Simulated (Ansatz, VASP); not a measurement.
**C: VASP beside Ansatz**

```
CELL_PARAMETERS angstrom
0.00000 2.12700 3.34800
1.22800 0.00000 3.34800
1.22800 2.12700 0.00000
ATOMIC_POSITIONS crystal
C 0.09366 0.90634 0.43915
C 0.83333 0.16667 0.83333
```

Alike in both runs: task single point; functional PBEsol; k mesh 14 × 14 × 14; occupations gaussian, width 0.05 eV; no spin polarisation.

```csv
,VASP,Ansatz
version,VASP 6.6.1,Ansatz 0.2.0
potentials or method,"VASP PAW PBE potentials, release 64 (C), cutoff 520 eV","scalar-relativistic, plane waves, PAW"
valence electrons in the cell,8,8
```

|  | VASP | Ansatz | Ansatz less VASP |
| --- | --- | --- | --- |
| gap on the k mesh at the Fermi level (eV) | 0.81 | 0.78 | -0.033 |
| least direct gap on the mesh (eV) | 1.07 | 1.24 | +0.166 |
| rms of the force components (eV/Å) | 67.790 | 64.850 | -2.9399 |

VASP's potentials were made for PBE, not for PBEsol. Atom by atom the forces differ by 2.941 eV/Å (rms over components).
